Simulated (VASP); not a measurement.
Wanted: the native input for a VASP 6.6.1 run.

* Task: single point
* Functional: PBEsol
* Dispersion: D4
* Potentials or basis: VASP PAW PBE potentials, release 64 (Nb_sv, P)
* Cutoff: 520 eV
* k mesh: 11 × 11 × 11
* Occupations: fermi-dirac, width 0.05 eV
* Spin: no spin polarisation
* Dipole correction: no
* Further INCAR settings: ALGO = Normal; EDIFF = 1e-06; NBANDS = 26

The structure of NbP lies in POSCAR:

```
NbP
1.0
   -1.6547780019      1.6547780019      5.6159488352
    1.6547780019     -1.6547780019      5.6159488352
    1.6547780019      1.6547780019     -5.6159488352
Nb P
2 2
Direct
    0.2502635961      0.7502635961      0.5000000000
    0.5002635961      0.5002635961      0.0000000000
    0.8323649739      0.3323649739      0.5000000000
    0.0823649739      0.0823649739      0.0000000000
```

One way to write it, as run:

INCAR

```
PREC = Accurate
ENCUT = 520
EDIFF = 1E-6
ISMEAR = -1
SIGMA = 0.05
LREAL = False
LASPH = True
NELM = 80
ALGO = Normal
ISIF = 2
LWAVE = False
LCHARG = False
GGA = PS
IVDW = 13
NBANDS = 26
```

KPOINTS

```
regular mesh
0
Gamma
  11 11 11
```

Potentials or basis: VASP PAW PBE potentials, release 64 (Nb_sv, P).

Launch:

```console
$ cat potpaw_PBE.64/Nb_sv/POTCAR potpaw_PBE.64/P/POTCAR > POTCAR
$ mpirun -np 1 vasp_std > vasp.out
```

Results of the run:

```
Pressure                   : -0.3 GPa
Band gap on the k mesh     : 0.06 eV (least direct gap 0.11 eV)
Dispersion energy per atom : -0.253 eV
```

Caveat: the PAW data sets were made with another functional, which shifts forces and pressure a little; an odd mesh through Γ misses points on the zone boundary, where band edges can lie.

Run time: 5.9 min on 1 thread of AMD EPYC 9R45 96-Core Processor (Zen 5), on a shared host, peak memory 0.39 GiB.
